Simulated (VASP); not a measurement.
Write the native input for VASP 6.6.1 that does the following.

- Task: electric field gradients
- Functional: PBE
- Dispersion: D4
- Potentials or basis: VASP PAW PBE potentials, release 64 (Be)
- Cutoff: 520 eV
- k mesh: 15 × 15 × 15
- Occupations: methfessel-paxton, width 0.01 eV
- Spin: no spin polarisation
- Dipole correction: no
- Further INCAR settings: ALGO = Normal; EDIFF = 1e-08; NBANDS = 7

The structure of Be lies in POSCAR:

```
Be
1.0
   -1.2856840100      1.2856840100      1.2856840100
    1.2856840100     -1.2856840100      1.2856840100
    1.2856840100      1.2856840100     -1.2856840100
Be
1
Direct
    0.0000000000      0.0000000000      0.0000000000
```

This isn't the form of Be at room conditions, which is hcp.

One way to write it, as run:

INCAR

```
SYSTEM = Be
ALGO = Normal
EDIFF = 1E-8
ENCUT = 520
GGA = PE
GGA_COMPAT = .False.
ISIF = 2
ISMEAR = 1
IVDW = 13
LASPH = .True.
LCHARG = .False.
LEFG = .True.
LREAL = .False.
LWAVE = .False.
NBANDS = 7
NELM = 120
PREC = Accurate
SIGMA = 0.01
```

KPOINTS

```
k-points
0
Gamma
  15 15 15
  0 0 0
```

Potentials or basis: VASP PAW PBE potentials, release 64 (Be).

Command:

```sh
$ cat potpaw_PBE.64/Be/POTCAR > POTCAR
$ mpirun -np 1 vasp_std > vasp.out
```

It gave:

- Pressure: -10.9 GPa
- Band gap on the k mesh: zero (bands 1 and 2 overlap by 4.14 eV)
- Largest electric field gradient by atom: zero within the noise of the run
- Dispersion energy per atom: -0.106 eV

Caveat: the cell stands under tension.

Run time: 16 s on 1 thread of AMD EPYC 7R43 64-Core Processor (Zen 3), with other jobs on the host, peak memory 0.08 GiB.
